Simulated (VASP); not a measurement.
Input of a VASP 6.6.1 run:

File INCAR:

```
SYSTEM = K
PREC = Accurate
ENCUT = 500
EDIFF = 1E-6
ISMEAR = 0
SIGMA = 0.1
LREAL = .FALSE.
LASPH = .TRUE.
NELM = 120
ALGO = Normal
ISIF = 2
LWAVE = .FALSE.
LCHARG = .FALSE.
GGA = PS
NBANDS = 10
GGA_COMPAT = .FALSE.
```

File KPOINTS:

```
regular mesh
0
G
  4 4 4
  0 0 0
```

The input POSCAR:

```
K
1.0
   -2.6076826180      2.6076826180      2.6076826180
    2.6076826180     -2.6076826180      2.6076826180
    2.6076826180      2.6076826180     -2.6076826180
K
1
Direct
    0.0000000000      0.0000000000      0.0000000000
```

Potentials or basis: VASP PAW PBE potentials, release 64 (K_sv).

Run with:

```bash
$ cat potpaw_PBE.64/K_sv/POTCAR > POTCAR
$ mpirun -np 1 vasp_std > vasp.out
```

Q: Predict the pressure.

A: 0.1 GPa.

Caveat: the k points lie up to 0.43 Å⁻¹ apart; the PAW data sets were made with another functional, which shifts forces and pressure a little.
